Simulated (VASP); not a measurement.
# Hg (P6/mmm) in VASP: notebook

The runs below take Hg through single point, with r2SCAN+D4.

Everything below comes from runs of VASP 6.6.1. Logs are shortened: lines on timing, memory, paths and dates and some standing lists are left out, and cuts for length are marked.

### Step 1. The cell of the first run

It takes space group P6/mmm (No. 191, hexagonal). Conventional cell: a = 5.467 Å, b = 5.467 Å, c = 3.185 Å, α = 90.00°, β = 90.00°, γ = 120.00°. Within 4.2 Å of Hg (site symmetry -6m2) lie 11 Hg at 3.16 to 3.54 Å. Within 4.2 Å of Hg (site symmetry 6/mmm) lie 14 Hg at 3.19 to 3.54 Å.

### Step 2. Single point, r2SCAN+D4

The input, POSCAR:

```
Hg
1.0
    5.4666960000      0.0000000000      0.0000000000
   -2.7333480000      4.7342980000      0.0000000000
    0.0000000000      0.0000000000      3.1852180000
Hg
3
Direct
    0.3333333333      0.6666666667      0.5000000000
    0.6666666667      0.3333333333      0.5000000000
    0.0000000000      0.0000000000      0.0000000000
```

The input, INCAR.step1:

```
SYSTEM = Hg
PREC     = Accurate       ! precision mode
ENCUT    = 520            ! plane-wave cutoff, eV
ISMEAR   = 0              ! smearing method
SIGMA    = 0.2            ! smearing width, eV
LREAL    = .FALSE.        ! projectors in reciprocal space
LASPH    = .TRUE.         ! aspherical terms in the spheres
NELM     = 80             ! most SCF steps
NBANDS   = 25             ! bands
GGA      = PE             ! functional
ALGO     = Normal         ! electronic algorithm
EDIFF    = 1E-4           ! SCF threshold, eV
LWAVE    = .TRUE.         ! write WAVECAR
LCHARG   = .FALSE.        ! write CHGCAR
```

The input, INCAR.step2:

```
SYSTEM = Hg
PREC     = Accurate       ! precision mode
ENCUT    = 520            ! plane-wave cutoff, eV
EDIFF    = 1E-6           ! SCF threshold, eV
ISMEAR   = 0              ! smearing method
SIGMA    = 0.2            ! smearing width, eV
LREAL    = .FALSE.        ! projectors in reciprocal space
LASPH    = .TRUE.         ! aspherical terms in the spheres
NELM     = 80             ! most SCF steps
ALGO     = Normal         ! electronic algorithm
ISIF     = 2              ! what is computed and relaxed
LWAVE    = .FALSE.        ! write WAVECAR
LCHARG   = .FALSE.        ! write CHGCAR
METAGGA  = R2SCAN         ! meta-GGA
LMIXTAU  = .TRUE.       
IVDW     = 13             ! dispersion correction
VDW_S6   = 1.0          
VDW_S8   = 0.6018749    
VDW_A1   = 0.51559235   
VDW_A2   = 5.77342911   
NBANDS   = 25             ! bands
ISTART   = 1
```

The input, KPOINTS:

```
regular mesh
0
G
  6 6 9
  0 0 0
```

Potentials or basis: VASP PAW PBE potentials, release 64 (Hg).

Started as:

```bash
$ cat potpaw_PBE.64/Hg/POTCAR > POTCAR
$ cp INCAR.step1 INCAR
$ mpirun -np 1 vasp_std > vasp.out
$ cp INCAR.step2 INCAR
$ mpirun -np 1 vasp_std > vasp.out
```

OUTCAR:

```text
SYSTEM = Hg
   PREC = Accurate
   ENCUT = 520
   EDIFF = 1E-6
   ISMEAR = 0
   LREAL = .FALSE.
   LASPH = .TRUE.
   NELM = 80
   ISIF = 2
   METAGGA = R2SCAN
   IVDW = 13
   ISTART = 1

 ion  position               nearest neighbor table
   1  0.333  0.667  0.500-   2 3.16   2 3.16   2 3.16   3 3.54   3 3.54   3 3.54   3 3.54   3 3.54
                             3 3.54
   2  0.667  0.333  0.500-   1 3.16   1 3.16   1 3.16   3 3.54   3 3.54   3 3.54   3 3.54   3 3.54
                             3 3.54
   3  0.000  0.000  0.000-   1 3.54   2 3.54   1 3.54   2 3.54   2 3.54   2 3.54   1 3.54   1 3.54
                             2 3.54   2 3.54   1 3.54   1 3.54

  LATTYP: Found a hexagonal cell.
 ALAT       =     5.4666960000
 C/A-ratio  =     0.5826587028

  Lattice vectors:

 A1 = (   5.4666960000,   0.0000000000,   0.0000000000)
 A2 = (  -2.7333480000,   4.7342980000,   0.0000000000)
 A3 = (   0.0000000000,   0.0000000000,   3.1852180000)

Analysis of symmetry for initial positions (statically):
=====================================================================
 Subroutine PRICEL returns:
 Original cell was already a primitive cell.

 Routine SETGRP: Setting up the symmetry group for a
 hexagonal supercell.

 Subroutine GETGRP returns: Found 24 space group operations
 (whereof 24 operations were pure point group operations)
 out of a pool of 24 trial point group operations.

The static configuration has the point symmetry D_6h.

Analysis of symmetry for dynamics (positions and initial velocities):
=====================================================================
 Subroutine PRICEL returns:
 Original cell was already a primitive cell.

 Routine SETGRP: Setting up the symmetry group for a
 hexagonal supercell.

 Subroutine GETGRP returns: Found 24 space group operations
 (whereof 24 operations were pure point group operations)
 out of a pool of 24 trial point group operations.

The dynamic configuration has the point symmetry D_6h.

 Subroutine INISYM returns: Found 24 space group operations
 (whereof 24 operations are pure point group operations),
 and found     1 'primitive' translations

----------------------------------------------------------------------------------------

                                     Primitive cell

  volume of cell :      82.4365

  direct lattice vectors                    reciprocal lattice vectors
     5.466696000  0.000000000  0.000000000     0.182925848  0.105612279  0.000000000
    -2.733348000  4.734298000  0.000000000     0.000000000  0.211224557  0.000000000
     0.000000000  0.000000000  3.185218000     0.000000000  0.000000000  0.313950254

  length of vectors
     5.466696000  5.466696337  3.185218000     0.211224570  0.211224557  0.313950254

  position of ions in fractional coordinates (direct lattice)
     0.333333333  0.666666667  0.500000000
     0.666666667  0.333333333  0.500000000
     0.000000000  0.000000000  0.000000000

  ion indices of the primitive-cell ions
   primitive index   ion index
                 1           1
                 2           2
                 3           3

----------------------------------------------------------------------------------------

 KPOINTS: regular mesh

Automatic generation of k-mesh.
 Grid dimensions read from file:
 generate k-points for:    6    6    9

 Generating k-lattice:

  Cartesian coordinates                     Fractional coordinates (reciprocal lattice)
     0.030487641  0.017602046  0.000000000     0.166666667  0.000000000  0.000000000
     0.000000000  0.035204093  0.000000000     0.000000000  0.166666667  0.000000000
     0.000000000  0.000000000  0.034883362     0.000000000  0.000000000  0.111111111

  Length of vectors
     0.035204095  0.035204093  0.034883362

  Shift w.r.t. Gamma in fractional coordinates (k-lattice)
     0.000000000  0.000000000  0.000000000

 Subroutine IBZKPT returns following result:
 ===========================================

 Found     35 irreducible k-points:

 Following reciprocal coordinates:
            Coordinates               Weight
  0.000000  0.000000  0.000000      1.000000
  0.166667  0.000000  0.000000      6.000000
  0.333333  0.000000  0.000000      6.000000
  0.500000  0.000000  0.000000      3.000000
  0.166667  0.166667  0.000000      6.000000
  0.333333  0.166667  0.000000     12.000000
[... 16 lines left out ...]
  0.166667  0.000000  0.333333     12.000000
  0.333333  0.000000  0.333333     12.000000
 [... further k-points ...]
   k-points           NKPTS =     35   k-points in BZ     NKDIM =     35   number of bands    NBANDS=     25
   number of dos      NEDOS =    301   number of ions     NIONS =      3
   total plane-waves  NPLWV =  42336
   dimension x,y,z NGX =    42 NGY =   42 NGZ =   24
   dimension x,y,z NGXF=    84 NGYF=   84 NGZF=   48
   ions per type =               3
   NGX,Y,Z   is equivalent  to a cutoff of  12.77, 12.77, 12.53 a.u.
   NGXF,Y,Z  is equivalent  to a cutoff of  25.54, 25.54, 25.05 a.u.
 SYSTEM =  Hg
   PREC   = accura    normal or accurate (medium, high low for compatibility)
   ISTART =      1    job   : 0-new  1-cont  2-samecut
   ICHARG =      0    charge: 1-file 2-atom 10-const
   ISPIN  =      1    spin polarized calculation?
   LNONCOLLINEAR =      F non collinear calculations
   LSORBIT =      F    spin-orbit coupling
   LASPH  =      T    aspherical Exc in radial PAW
   ENCUT  =  520.0 eV  38.22 Ry    6.18 a.u.  10.16 10.16  5.92*2*pi/ulx,y,z
   NELM   =     80;   NELMIN=  2; NELMDL=  0     # of ELM steps
   EDIFF  = 0.1E-05   stopping-criterion for ELM
   LREAL  =      F    real-space projection
   EDIFFG = 0.1E-04   stopping-criterion for IOM
   NSW    =      0    number of steps for IOM
   IBRION =     -1    ionic relax: 0-MD 1-quasi-New 2-CG
   NFREE  =      0    steps in history (QN), initial steepest desc. (CG)
   ISIF   =      2    stress and relaxation
   ISYM   =      2    0-nonsym 1-usesym 2-fastsym
   POTIM  = 0.5000    time-step for ionic-motion
   TEBEG  =    0.0;   TEEND  =   0.0 temperature during run
   PSTRESS=    0.0 pullay stress
   NELECT =      36.0000    total number of electrons
   NUPDOWN=      -1.0000    fix difference up-down
   EMIN   =  10.00;   EMAX   =-10.00  energy-range for DOS
   EFERMI =   0.00;   METHOD = LEGACY
   ISMEAR =     0;   SIGMA  =   0.20  broadening in eV -4-tet -1-fermi 0-gaus
   EFERMI_NEDOS =   21; number of points for ismear=-14 and -15
   IALGO  =     38    algorithm
   IMIX   =      4    mixing-type and parameters
     AMIX     =   0.40;   BMIX     =  1.00
     AMIX_MAG =   1.60;   BMIX_MAG =  1.00
  volume/ion in A,a.u.               =      27.48       185.44
  Fermi-wavevector in a.u.,A,eV,Ry     =   1.242041  2.347116 20.989228  1.542665
  Thomas-Fermi vector in A             =   2.376412
   LORBIT       =      0    0 simple, 1 ext, 2 COOP (PROOUT), +10 PAW based schemes
   METAGGA = R2SCAN    functional components
   LHFCALC =     F    Hartree Fock is set to
   AEXX    =    0.0000 exact exchange contribution
   IVDW    =    13    specifies the selected vdW correction
   LEPSILON=     F    determine dielectric tensor
   LRPA    =     F    only Hartree local field effects (RPA)
 non-spin polarized calculation
 Gauss-broadening in eV      SIGMA  =   0.20
  energy-cutoff  :      520.00
  volume of cell :       82.44
 maximum number of plane-waves:      2244
 NGX is ok and might be reduce to    42
   NGX = 21   NGY = 21   NGZ = 11

 number of electron      36.0000004 magnetization

 Free energy of the ion-electron system (eV)
  ---------------------------------------------------
  ext. energy  EPLUGINS =         0.00000000
  ---------------------------------------------------
  free energy    TOTEN  =      -148.10426519 eV

  energy without entropy =     -148.09536695  energy(sigma->0) =     -148.09981607

 E-fermi :   1.4609     XC(G=0): -10.5588

 val. band max:        1.4598075967   @ k =   0.3333   0.0000   0.1111
 cond. band min:       1.8163967909   @ k =   0.0000   0.0000   0.3333
 fundamental gap:      0.3565891943
 Fermi energy:         1.4609282804

 k-point     1 :       0.0000    0.0000    0.0000
  band No.  band energies     occupation
      1      -6.5823      2.00000
      2      -6.2125      2.00000
      3      -5.8245      2.00000
      4      -5.6462      2.00000
      5      -5.4484      2.00000
      6      -5.4484      2.00000
[... 17 lines left out ...]
     24      15.0181      0.00000
     25      15.5877      0.00000

 k-point     2 :       0.1667    0.0000    0.0000
  band No.  band energies     occupation
      1      -6.3754      2.00000
      2      -6.1808      2.00000
      3      -5.8546      2.00000
      4      -5.7190      2.00000
      5      -5.5876      2.00000
      6      -5.5836      2.00000
[... 17 lines left out ...]
     24      13.5721      0.00000
     25      14.3774      0.00000

 k-point     3 :       0.3333    0.0000    0.0000
  band No.  band energies     occupation
      1      -6.1024      2.00000
      2      -6.0261      2.00000
      3      -5.9340      2.00000
      4      -5.8543      2.00000
      5      -5.6988      2.00000
      6      -5.5728      2.00000
[... 17 lines left out ...]
     24      11.4249      0.00000
     25      11.9800      0.00000

 k-point     4 :       0.5000    0.0000    0.0000
  band No.  band energies     occupation
      1      -6.1172      2.00000
      2      -6.0244      2.00000
      3      -5.9715      2.00000
      4      -5.8021      2.00000
      5      -5.7334      2.00000
      6      -5.3904      2.00000
[... 17 lines left out ...]
     24      10.4574      0.00000
     25      12.7673      0.00000

 k-point     5 :       0.1667    0.1667    0.0000
  band No.  band energies     occupation
      1      -6.1253      2.00000
      2      -6.0797      2.00000
      3      -5.9004      2.00000
      4      -5.8339      2.00000
      5      -5.7405      2.00000
      6      -5.6278      2.00000
[... 17 lines left out ...]
     24      11.1363      0.00000
     25      13.6896      0.00000

 k-point     6 :       0.3333    0.1667    0.0000
  band No.  band energies     occupation
      1      -6.1038      2.00000
      2      -6.0395      2.00000
      3      -5.9623      2.00000
      4      -5.8542      2.00000
      5      -5.7306      2.00000
      6      -5.6740      2.00000
[... 17 lines left out ...]
     24      11.7151      0.00000
     25      12.2399      0.00000
[... 393 lines left out ...]
 k-point    21 :       0.3333    0.3333    0.2222
  band No.  band energies     occupation
      1      -5.9431      2.00000
      2      -5.7212      2.00000
      3      -5.7212      2.00000
      4      -5.6018      2.00000
      5      -5.4130      2.00000
      6      -5.4130      2.00000
[... 17 lines left out ...]
     24       8.8361      0.00000
     25      12.1814      0.00000

 k-point    22 :       0.0000    0.0000    0.3333
  band No.  band energies     occupation
      1      -5.8351      2.00000
      2      -5.8351      2.00000
      3      -5.7539      2.00000
      4      -5.6563      2.00000
      5      -5.6563      2.00000
      6      -5.3632      2.00000
[... 17 lines left out ...]
     24       8.5907      0.00000
     25       8.6085      0.00000

 k-point    23 :       0.1667    0.0000    0.3333
  band No.  band energies     occupation
      1      -5.9141      2.00000
      2      -5.8214      2.00000
      3      -5.7664      2.00000
      4      -5.6713      2.00000
      5      -5.5239      2.00000
      6      -5.3339      2.00000
[... 17 lines left out ...]
     24       8.1507      0.00000
     25       8.2663      0.00000

 k-point    24 :       0.3333    0.0000    0.3333
  band No.  band energies     occupation
      1      -5.9211      2.00000
      2      -5.7975      2.00000
      3      -5.7101      2.00000
      4      -5.6764      2.00000
      5      -5.6188      2.00000
      6      -5.3630      2.00000
[... 17 lines left out ...]
     24       8.1693      0.00000
     25      10.5903      0.00000

 [... further k-points ...]

------------------------ aborting loop because EDIFF is reached ----------------------------------------

  DFT-D4 for vdW energy calculation

  Edisp (eV):   -0.40027

  FORCE on cell =-STRESS in cart. coord.  units (eV):
  Direction    XX          YY          ZZ          XY          YZ          ZX
  --------------------------------------------------------------------------------------
  -------------------------------------------------------------------------------------
  Total      -0.45388    -0.45388    -0.49109    -0.00000    -0.00000     0.00000
  in kB      -8.82130    -8.82131    -9.54454    -0.00000    -0.00000     0.00000
  external pressure =       -9.06 kB  Pullay stress =        0.00 kB

 VOLUME and BASIS-vectors are now :
 -----------------------------------------------------------------------------
  energy-cutoff  :      520.00
  volume of cell :       82.44
      direct lattice vectors                 reciprocal lattice vectors
     5.466696000  0.000000000  0.000000000     0.182925848  0.105612279  0.000000000
    -2.733348000  4.734298000  0.000000000     0.000000000  0.211224557  0.000000000
     0.000000000  0.000000000  3.185218000     0.000000000  0.000000000  0.313950254

 POSITION                                       TOTAL-FORCE (eV/Angst)
 -----------------------------------------------------------------------------------
     -0.00000      3.15620      1.59261        -0.000000      0.000000     -0.000000
      2.73335      1.57810      1.59261         0.000000     -0.000000      0.000000
      0.00000      0.00000      0.00000        -0.000000      0.000000     -0.000000
 -----------------------------------------------------------------------------------
    total drift:                               -0.000000      0.000000     -0.000000

  FREE ENERGIE OF THE ION-ELECTRON SYSTEM (eV)
  ---------------------------------------------------
  free  energy   TOTEN  =      -148.5045345592 eV

  energy  without entropy=     -148.4956363193  energy(sigma->0) =     -148.50008544
```

Wall time 6.9 min (1 thread of AMD EPYC 7R43 (Zen 3), shared host); peak memory 0.19 GiB.

What came out:

| Item | Value |
| --- | --- |
| Free energy | -148.5045 eV |
| Pressure | -0.9 GPa |
| Band gap on the k mesh | zero (band 18 reaches 3.16 eV, above the bottom of band 19 at 0.77 eV) |
| Dispersion energy per atom | -0.133 eV |

Levels at points of the mesh, in eV from the Fermi level:
```
           k point  band 16  band 17  band 18  band 19  band 20  band 21
(0.00, 0.00, 0.00)    -5.97    -1.46    -1.09     2.07     2.07     2.16
(0.50, 0.00, 0.00)    -5.50    -5.36    -1.87    -0.69     5.96     5.97
```

Caveat: the PAW data sets were made with another functional, which shifts forces and pressure a little; spin-orbit coupling is left out, which moves the levels of the heavy elements; pairwise dispersion overbinds metals, which lowers pressure and volume.

### Step 3. Single point, r2SCAN+D4

POSCAR is that of step 2.

The input, INCAR.step1:

```
ALGO = Normal
EDIFF = 1E-4
ENCUT = 520
GGA = PE
ISMEAR = 0
LASPH = True
LCHARG = False
LREAL = False
LWAVE = True
NBANDS = 25
NELM = 100
PREC = Accurate
SIGMA = 0.1
```

The input, INCAR.step2:

```
ALGO = Normal
EDIFF = 1E-7
ENCUT = 520
ISIF = 2
ISMEAR = 0
ISTART = 1
IVDW = 13
LASPH = True
LCHARG = False
LMIXTAU = True
LREAL = False
LWAVE = False
METAGGA = R2SCAN
NBANDS = 25
NELM = 100
PREC = Accurate
SIGMA = 0.1
VDW_A1 = 0.51559235
VDW_A2 = 5.77342911
VDW_S6 = 1.0
VDW_S8 = 0.6018749
```

The input, KPOINTS:

```
k-points
0
Gamma
  6 6 9
```

Potentials or basis: VASP PAW PBE potentials, release 64 (Hg).

Started as:

```bash
$ cat potpaw_PBE.64/Hg/POTCAR > POTCAR
$ cp INCAR.step1 INCAR
$ mpirun -np 1 vasp_std > vasp.out
$ cp INCAR.step2 INCAR
$ mpirun -np 1 vasp_std > vasp.out
```

Wall time 7.3 min (1 thread of AMD EPYC 7R43 (Zen 3), shared host); peak memory 0.19 GiB.

It converged, with:

```
Free energy                : -148.5004 eV
Pressure                   : -0.9 GPa
Band gap on the k mesh     : zero (band 18 reaches 3.16 eV, above the bottom of band 19 at 0.77 eV)
Dispersion energy per atom : -0.133 eV
```

Levels at points of the mesh, in eV from the Fermi level:
```csv
k point,band 16,band 17,band 18,band 19,band 20,band 21
"(0.00, 0.00, 0.00)",-5.96,-1.45,-1.07,2.08,2.08,2.17
"(0.50, 0.00, 0.00)",-5.49,-5.35,-1.86,-0.68,5.98,5.98
```

Caveat: the PAW data sets were made with another functional, which shifts forces and pressure a little; spin-orbit coupling is left out, which moves the levels of the heavy elements; pairwise dispersion overbinds metals, which lowers pressure and volume.
